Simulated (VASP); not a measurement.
A run of VASP 6.6.1:

The input INCAR:

```
PREC = Accurate
ENCUT = 520
EDIFF = 1E-7
ISMEAR = -1
SIGMA = 0.05
LREAL = Auto
LASPH = T
NELM = 100
ALGO = Normal
ISIF = 2
LWAVE = F
LCHARG = F
GGA = PE
IBRION = 2
NSW = 35
EDIFFG = -0.3
```

The input KPOINTS:

```
Automatic mesh
0
Gamma
  1 1 1
```

The input POSCAR:

```
H
1.0
    6.8682850000      0.0000000000      0.0000000000
    0.0000000000      6.8682850000      0.0000000000
    0.0000000000      0.0000000000      6.8682850000
H
24
Direct
    0.5142914000      0.5240073000      0.9389305000
    0.6112151000      0.4799480000      0.9253622000
    0.2824882000      0.1438252000      0.1222607000
    0.3091514000      0.1602705000      0.0196053000
    0.2338352000      0.2728898000      0.8212812000
    0.1635100000      0.3124282000      0.7504958000
    0.7609234000      0.8364306000      0.3869171000
    0.7444808000      0.8441290000      0.2811348000
    0.2703332000      0.5378480000      0.8205247000
    0.2163642000      0.5454081000      0.9129892000
    0.2808151000      0.8408941000      0.9425793000
    0.2279569000      0.8752276000      0.8557073000
    0.2558255000      0.2296367000      0.4302724000
    0.2039460000      0.3157636000      0.4678248000
    0.9860204000      0.6997038000      0.5028554000
    0.9229653000      0.6650309000      0.5824881000
    0.2763055000      0.9281071000      0.2317519000
    0.3508504000      0.8514700000      0.2412029000
    0.4537333000     -0.0371640000      0.4337195000
    0.4256753000      0.0557785000      0.3879599000
    0.8002167000      0.5467202000      0.1834524000
    0.7372601000      0.4598006000      0.1824734000
    0.7558549000      0.1761330000      0.0928839000
    0.7045397000      0.2027873000      0.1833041000
```

Potentials or basis: VASP PAW PBE potentials, release 64 (H).

The run is started by

```console
$ cat potpaw_PBE.64/H/POTCAR > POTCAR
$ mpirun -np 1 vasp_gam > vasp.out
```

Hardware: 1 thread of Intel Xeon 6975P-C (shared host).

Q: Estimate the wall time of this run.

A: Wall time 7 min on 1 thread of Intel Xeon 6975P-C, with other jobs on the host, peak memory 0.37 GiB. Counts: scf iterations 154, k points 1, ion steps 18.
